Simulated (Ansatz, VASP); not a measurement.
**One calculation of Ta, two programs**

Contents of INCAR:

```
SYSTEM = Ta
ALGO = Normal
EDIFF = 1E-7
EDIFFG = -0.01
ENCUT = 600
GGA = RE
IBRION = 2
ISIF = 3
ISMEAR = -1
LASPH = .TRUE.
LCHARG = .FALSE.
LREAL = .FALSE.
LWAVE = .FALSE.
NELM = 60
NSW = 80
PREC = Accurate
SIGMA = 0.1
```

Contents of KPOINTS:

```
k-points
0
G
  13 13 13
  0 0 0
```

POSCAR

```
Ta
1.0
   -1.6529000000      1.6529000000      1.6529000000
    1.6529000000     -1.6529000000      1.6529000000
    1.6529000000      1.6529000000     -1.6529000000
Ta
1
Direct
    0.0000000000      0.0000000000      0.0000000000
```

Input for Ansatz:

```yaml
crystal:
  lattice:
    - [-1.6529, 1.6529, 1.6529]
    - [1.6529, -1.6529, 1.6529]
    - [1.6529, 1.6529, -1.6529]
  atoms:
    - { symbol: Ta, position: [0.0, 0.0, 0.0] }
hamiltonian:
  xc: revpbe
  pseudopotentials:
    kind: paw
    azcp:
      Ta: "pseudopotentials/Ta.paw.azcp"
basis:
  ecutwfc: 420
  fft_grid_basis: typed
kpoints:
  mp_grid: { grid: [13, 13, 13], shift: [0, 0, 0] }
magnetization:
  spin_polarized: false
scf:
  occupations: { method: fermi_dirac, width: 0.1 }
relax:
  max_steps: 60
  f_tol: 0.01
  cell: {}
```

Alike in both runs: task relaxation of cell and atoms; functional revPBE; k mesh 13 × 13 × 13; occupations fermi-dirac, width 0.1 eV; no spin polarisation.

|  | VASP | Ansatz |
| --- | --- | --- |
| version | VASP 6.6.1 | Ansatz 0.2.0 |
| potentials or method | VASP PAW PBE potentials, release 64 (Ta_pv), cutoff 600 eV | plane waves (420 eV) with PAW, scalar-relativistic |
| valence electrons in the cell | 11 | 13 |

Ansatz gave:

```
relaxed volume (Å³/atom)                                     : 18.55
relaxed cell length with the largest relative difference (Å) : 2.888
```

Problem. Which values does VASP return?

Solution. Relaxed volume (Å³/atom): 18.56; relaxed cell length with the largest relative difference (Å): 2.889.

VASP's potentials were made for PBE, not for revPBE. VASP's potentials hold 11 valence electrons a cell and Ansatz's 13, so a difference there can come from the potentials and not from the codes.

Spin-orbit coupling is off throughout.
